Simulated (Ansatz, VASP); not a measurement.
# One calculation of SrTiO3, two programs

```xyz
5
Lattice="3.9050 0.0000 0.0000 0.0000 3.9050 0.0000 0.0000 0.0000 3.8269" Properties=species:S:1:pos:R:3 pbc="T T T"
Sr    0.0000    0.0000    0.0000
Ti    1.9525    1.9525    1.9135
O     0.0000    1.9525    1.9135
O     1.9525    0.0000    1.9135
O     1.9525    1.9525    0.0000
```

Change from the starting cell: z stretched by -2 %, ions relaxed.

Alike in both runs: task relaxation of the atoms; functional PBE; k mesh 8 × 8 × 8; occupations fermi-dirac, width 0.02 eV; no spin polarisation.

|  | VASP | Ansatz |
| --- | --- | --- |
| version | VASP 6.6.1 | Ansatz 0.2.0 |
| potentials or method | VASP PAW PBE potentials, release 64 (Sr_sv, Ti_sv, O) | plane-wave PAW, scalar-relativistic |
| plane-wave cutoff (eV) | 520 | 420 |
| valence electrons in the cell | 40 | 40 |

Ansatz gave:

```
gap on the k mesh at the Fermi level, each at its own relaxed structure (eV) : 1.89
```

Q: Estimate VASP's values.

A: gap on the k mesh at the Fermi level, each at its own relaxed structure (eV): 1.86.

Ansatz's warnings: stress scf threshold loose.

Noted on VASP's run: the relaxation stopped at its first step, so nothing moved.
